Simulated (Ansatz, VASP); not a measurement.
## Pt in VASP and in Ansatz

```
Pt
1.0
     0.00000    1.98367    1.98367
     1.98367    0.00000    1.98367
     1.98367    1.98367    0.00000
Pt
1
Direct
  0.00000 0.00000 0.00000
```

Alike in both runs: functional PBE; k mesh 8 × 8 × 8; occupations gaussian, width 0.1 eV; no spin polarisation.

Ansatz relaxed the structure, and its values are those at the end. VASP's run is a single point on that final structure, the one shown.

|  | VASP | Ansatz |
| --- | --- | --- |
| version | VASP 6.6.1 | Ansatz 0.2.0 |
| potentials or method | VASP PAW PBE potentials, release 64 (Pt), cutoff 500 eV | scalar-relativistic, plane waves, PAW |
| valence electrons in the cell | 10 | 18 |

```tsv
	VASP	Ansatz	Ansatz less VASP
gap on the k mesh at the Fermi level (eV)	none	none	-
pressure (GPa)	-0.6	-0.1	+0.52
```

A gap of «none» marks a metal or a gap that the smearing closes. VASP's potentials hold 10 valence electrons a cell and Ansatz's 18, so a difference there can come from the potentials and not from the codes.

Neither program's run includes spin-orbit coupling.
